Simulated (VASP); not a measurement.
# PrScO: single point with PBE

The system is PrScO.

```
Pr Sc O
1.0
     3.22201    0.00000    0.00000
     0.00000    3.22201    0.00000
     0.00000    0.00000   10.34949
Pr Sc O
2 2 2
Direct
  0.00000 0.50000 0.64546
  0.50000 0.00000 0.35454
  0.00000 0.50000 0.11024
  0.50000 0.00000 0.88976
  0.00000 0.50000 0.90276
  0.50000 0.00000 0.09724
```

The cell was generated, and may not be a known phase.

```yaml
Program: VASP 6.6.1
Task: single point
Functional: PBE
Potentials_or_basis: VASP PAW PBE potentials, release 64 (Pr_3, Sc_sv, O), 4f in core
Cutoff: 600 eV
k_mesh: 6 × 6 × 2
Occupations: gaussian, width 0.1 eV
Spin: no spin polarisation
Dipole_correction: no
Further_INCAR_settings: ALGO = Normal; EDIFF = 1e-06; NBANDS = 37
```

The pressure is 3.5 GPa and the largest force is 0.170 eV/Å. The band gap on the k mesh is zero (bands 28 and 29 overlap by 1.22 eV).

Forces on the atoms (eV/Å):
```
Pr   0.000  0.000 -0.109
Pr   0.000  0.000  0.109
Sc   0.000  0.000  0.170
Sc   0.000  0.000 -0.170
O    0.000  0.000  0.147
O    0.000  0.000 -0.147
```

Stress tensor (GPa, compression positive):
```
2.47 0.00 0.00
0.00 2.47 0.00
0.00 0.00 5.63
```

Levels at points of the mesh, in eV from the Fermi level:
| k point | band 26 | band 27 | band 28 | band 29 | band 30 | band 31 |
| --- | --- | --- | --- | --- | --- | --- |
| (0.00, 0.00, 0.00) | -2.19 | -1.77 | -0.91 | -0.75 | 0.29 | 1.16 |
| (0.50, 0.00, 0.00) | -1.41 | -0.33 | -0.33 | 1.20 | 1.20 | 1.90 |
| (0.50, 0.50, 0.00) | -2.44 | -1.74 | -1.74 | 0.33 | 0.33 | 0.93 |
| (0.00, 0.00, 0.50) | -2.30 | -1.68 | -1.30 | -0.19 | 0.01 | 0.80 |
| (0.50, 0.00, 0.50) | -1.57 | -0.13 | -0.13 | 1.46 | 1.46 | 1.84 |
| (0.50, 0.50, 0.50) | -2.36 | -1.15 | -1.15 | -0.97 | -0.97 | 2.22 |

Wall time 59 s on 1 thread of Intel(R) Xeon(R) 6975P-C (Granite Rapids), on a shared host, peak memory 0.29 GiB.

Caveat: the cell stands under pressure; spin-orbit coupling is left out, which moves the levels of the heavy elements; the 4f electrons are frozen in the core, so they carry no moment and show no levels; the run has no spin polarisation, though such a crystal can be magnetic. With open d or f shells a metallic result of PBE can be an artefact of self-interaction; +U or a hybrid may open a gap.
